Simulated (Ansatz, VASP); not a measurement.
Zn2Si3N3: VASP beside Ansatz

```
Zn Si N
1.0
     2.88238    0.00000    0.00000
    -1.44119    2.49621    0.00000
     0.00000    0.00000   34.32854
Zn Si N
4 6 6
Direct
  0.66667 0.33333 0.59846
  0.33333 0.66667 0.40154
  0.66667 0.33333 0.46769
  0.33333 0.66667 0.53231
  0.00000 0.00000 0.03498
  0.00000 0.00000 0.96502
  0.66667 0.33333 0.81617
  0.66667 0.33333 0.74536
  0.33333 0.66667 0.18383
  0.33333 0.66667 0.25464
  0.33333 0.66667 0.05146
  0.66667 0.33333 0.94854
  0.00000 0.00000 0.83263
  0.00000 0.00000 0.72879
  0.00000 0.00000 0.16737
  0.00000 0.00000 0.27121
```

Alike in both runs: functional PBE; k mesh 12 × 12 × 1; occupations gaussian, width 0.1 eV; no spin polarisation.

Ansatz relaxed the structure, and its values are those at the end. VASP's run is a single point on that final structure, the one shown.

|  | VASP | Ansatz |
| --- | --- | --- |
| version | VASP 6.6.1 | Ansatz 0.2.0 |
| potentials or method | VASP PAW PBE potentials, release 64 (Zn, Si, N), cutoff 520 eV | scalar-relativistic, plane waves, PAW |
| valence electrons in the cell | 102 | 102 |

|  | VASP | Ansatz | Ansatz less VASP |
| --- | --- | --- | --- |
| gap on the k mesh at the Fermi level (eV) | none | none | - |
| pressure (GPa) | 0.0 | 0.0 | +0.04 |
| rms of the force components (eV/Å) | 0.010 | 0.000 | -0.0099 |

A gap of «none» marks a metal or a gap that the smearing closes. With one functional, cell and mesh, what is left measures potentials, basis and numerics.
